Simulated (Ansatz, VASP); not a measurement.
One calculation of V, two programs

The input INCAR:

```
PREC = Accurate
ENCUT = 520
EDIFF = 1E-6
ISMEAR = -1
SIGMA = 0.1
LREAL = False
LASPH = True
NELM = 100
ALGO = Normal
ISIF = 2
LWAVE = False
LCHARG = True
GGA = PE
LELF = True
LVHAR = True
NBANDS = 12
```

The input KPOINTS:

```
regular mesh
0
Gamma
  21 21 21
```

Contents of POSCAR:

```
V
1.0
   -1.4991761207      1.4991761207      1.4991761207
    1.4991761207     -1.4991761207      1.4991761207
    1.4991761207      1.4991761207     -1.4991761207
V
1
Direct
    0.0000000000      0.0000000000      0.0000000000
```

Input for Ansatz:

```yaml
crystal:
  lattice:
    - [-1.4991761207, 1.4991761207, 1.4991761207]
    - [1.4991761207, -1.4991761207, 1.4991761207]
    - [1.4991761207, 1.4991761207, -1.4991761207]
  atoms:
    - { symbol: V, position: [0.0, 0.0, 0.0] }
hamiltonian:
  xc: pbe
  pseudopotentials:
    kind: paw
    azcp:
      V: "pseudopotentials/V.paw.azcp"
basis:
  ecutwfc: 420
  fft_grid_basis: typed
kpoints:
  mp_grid: { grid: [21, 21, 21], shift: [0, 0, 0] }
magnetization:
  spin_polarized: false
scf:
  occupations: { method: fermi_dirac, width: 0.1 }
  lower_state_search: "off"
output:
  stress: true
  write_density: true
  write_potential: true
  elf: true
  volumetric_format: npy
```

Alike in both runs: task single point; functional PBE; k mesh 21 × 21 × 21; occupations fermi-dirac, width 0.1 eV; no spin polarisation.

```csv
,VASP,Ansatz
version,VASP 6.6.1,Ansatz 0.2.0
potentials or method,"VASP PAW PBE potentials, release 64 (V_sv), cutoff 520 eV","plane waves (420 eV) with PAW, scalar-relativistic"
valence electrons in the cell,13,13
```

|  | VASP | Ansatz | Ansatz less VASP |
| --- | --- | --- | --- |
| pressure (GPa) | 0.3 | 0.0 | -0.23 |
